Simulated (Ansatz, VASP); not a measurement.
One calculation of Li2S, two programs

```
CELL_PARAMETERS angstrom
0.00000 2.81432 2.81432
2.81432 0.00000 2.81432
2.81432 2.81432 0.00000
ATOMIC_POSITIONS crystal
Li 0.25000 0.25000 0.25000
Li 0.75000 0.75000 0.75000
S 0.00000 0.00000 0.00000
```

Alike in both runs: task single point; functional PBE; k mesh 10 × 10 × 10; occupations gaussian, width 0.05 eV; no spin polarisation.

|  | VASP | Ansatz |
| --- | --- | --- |
| version | VASP 6.6.1 | Ansatz 0.2.0 |
| potentials or method | VASP PAW PBE potentials, release 64 (Li_sv, S), cutoff 750 eV | scalar-relativistic, plane waves, PAW |
| valence electrons in the cell | 12 | 12 |

|  | VASP | Ansatz | Ansatz less VASP |
| --- | --- | --- | --- |
| gap on the k mesh at the Fermi level (eV) | 3.36 | 3.37 | +0.001 |
| least direct gap on the mesh (eV) | 4.46 | 4.46 | -0.003 |
| pressure (GPa) | 1.7 | 1.8 | +0.13 |
